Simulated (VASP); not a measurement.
Dy3Br:

```
Dy Br
1.0
     4.80374    0.00000    0.00000
     0.00000    4.80374    0.00000
     0.00000    0.00000    4.80374
Dy Br
3 1
Direct
  0.50000 0.00000 0.50000
  0.00000 0.50000 0.50000
  0.50000 0.50000 0.00000
  0.00000 0.00000 0.00000
```

The cell was generated, and may not be a known phase.

- Program: VASP 6.6.1
- Task: relaxation of cell and atoms
- Functional: PBE
- Potentials or basis: VASP PAW PBE potentials, release 64 (Dy_3, Br), 4f in core
- Cutoff: 500 eV
- k mesh: 10 × 10 × 10
- Occupations: gaussian, width 0.1 eV
- Spin: no spin polarisation

At the start: pressure 1.8 GPa; volume 27.71 Å³/atom.

Question: Where does the relaxation end?

Answer: Over 3 steps the energy falls by 7.4 meV/atom and the volume is 29.12 Å³/atom (+5.1 %); space group Pm-3m (No. 221, to 0.1 Å) before and after.

Step by step:
```tsv
step	energy change (eV)	largest force (eV/Å)	pressure (GPa)	volume (Å³)
1	0.0000	0.0000	1.77	110.85
2	-0.0294	0.0000	0.18	115.83
3	-0.0297	0.0000	0.00	116.47
```

Final structure:
```xyz
4
Lattice="4.8836 0.0000 0.0000 0.0000 4.8836 0.0000 0.0000 0.0000 4.8836" Properties=species:S:1:pos:R:3 pbc="T T T"
Dy    2.4418    0.0000    2.4418
Dy    0.0000    2.4418    2.4418
Dy    2.4418    2.4418    0.0000
Br    0.0000    0.0000    0.0000
```

Caveat: the run has no spin polarisation, though such a crystal can be magnetic.
